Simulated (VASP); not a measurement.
Write the native input for VASP 6.6.1 that does the following.

* Task: single point
* Functional: PBE
* Potentials or basis: VASP PAW PBE potentials, release 64 (Hf_pv, H, F)
* Cutoff: 520 eV
* k mesh: 6 × 6 × 4
* Occupations: gaussian, width 0.1 eV
* Spin: no spin polarisation
* Dipole correction: no
* Further INCAR settings: ALGO = Normal; EDIFF = 1e-07; NBANDS = 24

The structure of HfHF3 lies in POSCAR:

```
HfHF3
1.0
    3.7220663000      0.0000000000      0.0000000000
    0.0000000000      3.7220663000      0.0000000000
    0.0000000000      0.0000000000      4.1830747400
Hf H F
1 1 3
Direct
    0.5000000000      0.5000000000      0.5000000000
    0.0000000000      0.0000000000      0.0000000000
    0.0000000000      0.0000000000      0.5000000000
    0.0000000000      0.5000000000      0.0000000000
    0.5000000000      0.0000000000      0.0000000000
```

These files were run (other wordings do the same):

INCAR

```
SYSTEM = HfHF3
ALGO = Normal
EDIFF = 1E-7
ENCUT = 520
GGA = PE
ISIF = 2
ISMEAR = 0
LASPH = .True.
LCHARG = .False.
LREAL = .False.
LWAVE = .False.
NBANDS = 24
NELM = 60
PREC = Accurate
SIGMA = 0.1
```

KPOINTS

```
k-points
0
Gamma
  6 6 4
  0 0 0
```

Potentials or basis: VASP PAW PBE potentials, release 64 (Hf_pv, H, F).

The run is started by

```bash
$ cat potpaw_PBE.64/Hf_pv/POTCAR potpaw_PBE.64/H/POTCAR potpaw_PBE.64/F/POTCAR > POTCAR
$ mpirun -np 1 vasp_std > vasp.out
```

It gave:

The pressure is -18.0 GPa and the band gap on the k mesh is zero (band 16 reaches 5.04 eV, above the bottom of band 17 at 2.68 eV).

Caveat: the k points lie up to 0.38 Å⁻¹ apart; spin-orbit coupling is left out, which moves the levels of the heavy elements.

It took 19 s on 1 thread of Intel(R) Xeon(R) 6975P-C (Granite Rapids), with other jobs on the host, peak memory 0.18 GiB.
